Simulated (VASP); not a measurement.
Input of a VASP 6.6.1 run:

INCAR

```
PREC = Accurate ; ENCUT = 600
EDIFF = 1E-6 ; ISMEAR = 0
SIGMA = 0.05 ; LREAL = False
LASPH = True ; NELM = 80
ALGO = Normal ; ISIF = 4
LWAVE = False ; LCHARG = False
GGA = PE ; IBRION = 2
NSW = 60 ; EDIFFG = -0.01
```

Contents of KPOINTS:

```
regular mesh
0
Gamma
  8 8 6
```

The input POSCAR:

```
TePb
1.0
    4.6838453445      0.0000000000      0.0000000000
   -2.3419226722      4.0563290557      0.0000000000
    0.0000000000      0.0000000000      8.1131980352
Pb Te
2 2
Direct
    0.0000000000      0.0000000000      0.0000000000
    0.0000000000      0.0000000000      0.5000000000
    0.3333333333      0.6666666667      0.2500000000
    0.6666666667      0.3333333333      0.7500000000
```

Potentials or basis: VASP PAW PBE potentials, release 64 (Pb_d, Te).

The run is started by

```sh
$ cat potpaw_PBE.64/Pb_d/POTCAR potpaw_PBE.64/Te/POTCAR > POTCAR
$ mpirun -np 1 vasp_std > vasp.out
```

Q: Estimate the band gap on the k mesh.

A: 0.23 eV, indirect (least direct gap 0.33 eV).

The path:
```
step  energy change (eV)  largest force (eV/Å)  pressure (GPa)  volume (Å³)
   1              0.0000                0.0000           -2.21       154.14
   2             -0.0004                0.0000           -2.19       154.14
   3             -0.0007                0.0000           -2.17       154.14
```

Caveat: the cell differs from its parent crystal (volume scaled by 1.070); spin-orbit coupling is left out, which moves the levels of the heavy elements. A k mesh can miss the band edges.
